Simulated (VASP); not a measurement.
Write the native input for VASP 6.6.1 that does the following.

* Task: relaxation of cell and atoms
* Functional: PBE
* Potentials or basis: VASP PAW PBE potentials, release 64 (Ti_sv, Mo_sv, Se)
* Cutoff: 600 eV
* k mesh: 3 × 3 × 2
* Occupations: gaussian, width 0.15 eV
* Spin: collinear spin, ferromagnetic start
* Starting moments: [1.0, 1.0, 0.0, 0.0, 0.0, 0.0] μB
* Dipole correction: no
* Further INCAR settings: ALGO = Normal; EDIFF = 1e-07; IBRION = 2; EDIFFG = -0.08; NSW = 36; ISIF = 3

The structure of TiMoSe4 lies in POSCAR:

```
TiMoSe4
1.0
    4.3276537000      0.0000000000      0.0000000000
   -2.1638268500      3.7478580400      0.0000000000
    0.0000000000      0.0000000000      9.1311115400
Ti Mo Se
1 1 4
Direct
    0.0000000000      0.0000000000      0.5000000000
    0.0000000000      0.0000000000      0.0000000000
    0.3333333300      0.6666666700      0.5000000000
    0.6666666700      0.3333333300      0.5000000000
    0.0000000000      0.0000000000      0.6969601800
    0.0000000000      0.0000000000      0.3030398200
```

The input as run:

INCAR

```
SYSTEM = TiMoSe4
ALGO     = Normal         ! electronic algorithm
EDIFF    = 1E-7           ! SCF threshold, eV
EDIFFG   = -0.08          ! ionic threshold
ENCUT    = 600            ! plane-wave cutoff, eV
GGA      = PE             ! functional
IBRION   = 2              ! ionic algorithm
ISIF     = 3              ! what is computed and relaxed
ISMEAR   = 0              ! smearing method
ISPIN    = 2              ! spin polarisation
LASPH    = .True.         ! aspherical terms in the spheres
LCHARG   = .False.        ! write CHGCAR
LMAXMIX  = 4              ! l up to which the mixer works
LORBIT   = 11             ! projections on sites
LREAL    = .False.        ! projectors in reciprocal space
LWAVE    = .False.        ! write WAVECAR
MAGMOM   = 1 1 0 0 0 0    ! initial moments
NELM     = 150            ! most SCF steps
NSW      = 36             ! ionic steps
PREC     = Accurate       ! precision mode
SIGMA    = 0.15           ! smearing width, eV
```

KPOINTS

```
k-points
0
Gamma
  3 3 2
  0 0 0
```

Potentials or basis: VASP PAW PBE potentials, release 64 (Ti_sv, Mo_sv, Se).

Launch:

```console
$ cat potpaw_PBE.64/Ti_sv/POTCAR potpaw_PBE.64/Mo_sv/POTCAR potpaw_PBE.64/Se/POTCAR > POTCAR
$ mpirun -np 1 vasp_std > vasp.out
```

Results of the run:

```json
{
  "Relaxed volume": "31.64 Å³/atom",
  "Relaxed cell": "a = 4.733 Å, b = 4.733 Å, c = 9.786 Å, α = 90.00°, β = 90.00°, γ = 120.00°",
  "Space group after relaxing (to 0.05 Å)": "P6/mmm (No. 191)",
  "Energy gained by relaxing": "2143.6 meV/atom",
  "Ionic steps": "13",
  "Pressure after relaxing": "0.0 GPa",
  "Largest force after relaxing": "0.057 eV/Å",
  "Net moment": "2.90 μB per cell",
  "Site moments": "Ti +0.08; Mo +2.60; Se -0.06, -0.13 μB",
  "Valence electrons inside the program's atomic spheres": "Ti 10.12; Mo 12.19; Se 3.79, 3.85"
}
```

Caveat: the k points lie up to 0.51 Å⁻¹ apart in the final cell; the volume moved by over 15 % at a fixed basis, so the end points are rough; the relaxation stopped at a loose force limit of 0.08 eV/Å, so its end isn't a converged minimum.

Run time: 36 min on 1 thread of Intel(R) Xeon(R) Platinum 8559C (Emerald Rapids) (shared host), peak memory 0.42 GiB.
